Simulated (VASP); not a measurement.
**Si: relaxation of cell and atoms with PBE**

The system is Si.

```
CELL_PARAMETERS angstrom
2.57000 0.00000 0.00000
0.00000 2.57000 0.00000
0.00000 0.00000 2.57000
ATOMIC_POSITIONS crystal
Si 0.00000 0.00000 0.00000
```

- Program: VASP 6.6.1
- Task: relaxation of cell and atoms
- Functional: PBE
- Potentials or basis: VASP PAW PBE potentials, release 64 (Si)
- Cutoff: 600 eV
- k mesh: 18 × 18 × 18
- Occupations: methfessel-paxton, width 0.05 eV
- Spin: no spin polarisation
- Target pressure: 60 GPa
- Dipole correction: no
- Further INCAR settings: ALGO = Normal; EDIFF = 1e-06; IBRION = 2; EDIFFG = -0.02; NSW = 60; ISIF = 3

```
Relaxed volume                                         : 11.89 Å³/atom
Relaxed cell                                           : a = 2.283 Å, b = 2.283 Å, c = 2.283 Å, α = 90.00°, β = 90.00°, γ = 90.00°
Space group after relaxing (to 0.05 Å)                 : Pm-3m (No. 221)
Energy change on relaxing (the enthalpy is what falls) : +621.5 meV/atom
Ionic steps                                            : 5
Pressure after relaxing                                : 60.2 GPa
Band gap on the k mesh                                 : zero (band 2 reaches 20.03 eV, above the bottom of band 3 at 9.86 eV)
```

The path:
| step | energy change (eV) | largest force (eV/Å) | pressure (GPa) | volume (Å³) |
| --- | --- | --- | --- | --- |
| 1 | 0.0000 | 0.0000 | -3.90 | 16.97 |
| 2 | 14.2157 | 0.0000 | 1049.35 | 5.18 |
| 3 | 0.2635 | 0.0000 | 33.78 | 13.14 |
| 4 | 0.4252 | 0.0000 | 46.40 | 12.49 |
| 5 | 0.6215 | 0.0000 | 60.16 | 11.89 |

Final structure:
```
Si
1.0
     2.28273    0.00000    0.00000
     0.00000    2.28273    0.00000
     0.00000    0.00000    2.28273
Si
1
Direct
  0.00000 0.00000 0.00000
```

Levels at points of the mesh, in eV from the Fermi level:
```
           k point  band 1  band 2  band 3  band 4  band 5  band 6
(0.00, 0.00, 0.00)  -16.17    7.43    7.43    9.91    9.91    9.91
(0.50, 0.00, 0.00)   -9.90   -8.86   10.80   14.94   14.94   16.28
(0.50, 0.50, 0.00)   -3.88   -3.88   -2.74   -0.17   19.68   20.11
(0.50, 0.50, 0.50)    0.93    0.93    0.93    4.41    4.41    4.41
```

Wall time 21 s on 1 thread of Intel(R) Xeon(R) 6975P-C (Granite Rapids) (shared host), peak memory 0.16 GiB.

Caveat: the cell is relaxed towards a set pressure, so the enthalpy falls and the energy may rise; the volume moved by over 15 % at a fixed basis, so the end points are rough.
